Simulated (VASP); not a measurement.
Set up this calculation in VASP 6.6.1, as the native input.

```yaml
Task: single point
Functional: r2SCAN
Potentials_or_basis: VASP PAW PBE potentials, release 64 (Na_pv, H)
Cutoff: 520 eV
k_mesh: 10 × 10 × 10
Occupations: gaussian, width 0.01 eV
Spin: no spin polarisation
Dipole_correction: no
Further_INCAR_settings: ALGO = Normal; EDIFF = 1e-06; NBANDS = 11
```

The system is NaH.

```
CELL_PARAMETERS angstrom
0.00000 2.39751 2.39751
2.39751 0.00000 2.39751
2.39751 2.39751 0.00000
ATOMIC_POSITIONS crystal
Na 0.00000 0.00000 0.00000
H 0.50000 0.50000 0.50000
```

One way to write it, as run:

POSCAR

```
NaH
1.0
    0.0000000000      2.3975122800      2.3975122800
    2.3975122800      0.0000000000      2.3975122800
    2.3975122800      2.3975122800      0.0000000000
Na H
1 1
Direct
    0.0000000000      0.0000000000      0.0000000000
    0.5000000000      0.5000000000      0.5000000000
```

INCAR.step1

```
SYSTEM = NaH
ALGO     = Normal         ! electronic algorithm
EDIFF    = 1E-4           ! SCF threshold, eV
ENCUT    = 520            ! plane-wave cutoff, eV
GGA      = PE             ! functional
ISMEAR   = 0              ! smearing method
LASPH    = .True.         ! aspherical terms in the spheres
LCHARG   = .False.        ! write CHGCAR
LREAL    = .False.        ! projectors in reciprocal space
LWAVE    = .True.         ! write WAVECAR
NBANDS   = 11             ! bands
NELM     = 60             ! most SCF steps
PREC     = Accurate       ! precision mode
SIGMA    = 0.01           ! smearing width, eV
```

INCAR.step2

```
SYSTEM = NaH
ALGO     = Normal         ! electronic algorithm
EDIFF    = 1E-6           ! SCF threshold, eV
ENCUT    = 520            ! plane-wave cutoff, eV
ISIF     = 2              ! what is computed and relaxed
ISMEAR   = 0              ! smearing method
ISTART   = 1            
LASPH    = .True.         ! aspherical terms in the spheres
LCHARG   = .False.        ! write CHGCAR
LMIXTAU  = .True.       
LREAL    = .False.        ! projectors in reciprocal space
LWAVE    = .False.        ! write WAVECAR
METAGGA  = R2SCAN         ! meta-GGA
NBANDS   = 11             ! bands
NELM     = 60             ! most SCF steps
PREC     = Accurate       ! precision mode
SIGMA    = 0.01           ! smearing width, eV
```

KPOINTS

```
k-points
0
Gamma
  10 10 10
  0 0 0
```

Potentials or basis: VASP PAW PBE potentials, release 64 (Na_pv, H).

The run is started by

```bash
$ cat potpaw_PBE.64/Na_pv/POTCAR potpaw_PBE.64/H/POTCAR > POTCAR
$ cp INCAR.step1 INCAR
$ mpirun -np 1 vasp_std > vasp.out
$ cp INCAR.step2 INCAR
$ mpirun -np 1 vasp_std > vasp.out
```

Results of the run:

```yaml
Pressure: -0.3 GPa
Band_gap_on_the_k_mesh: 4.43 eV (least direct gap 5.26 eV)
```

Caveat: the PAW data sets were made with another functional, which shifts forces and pressure a little.

Run time: 88 s on 1 thread of Intel Xeon 8259CL, on a shared host, peak memory 0.16 GiB.
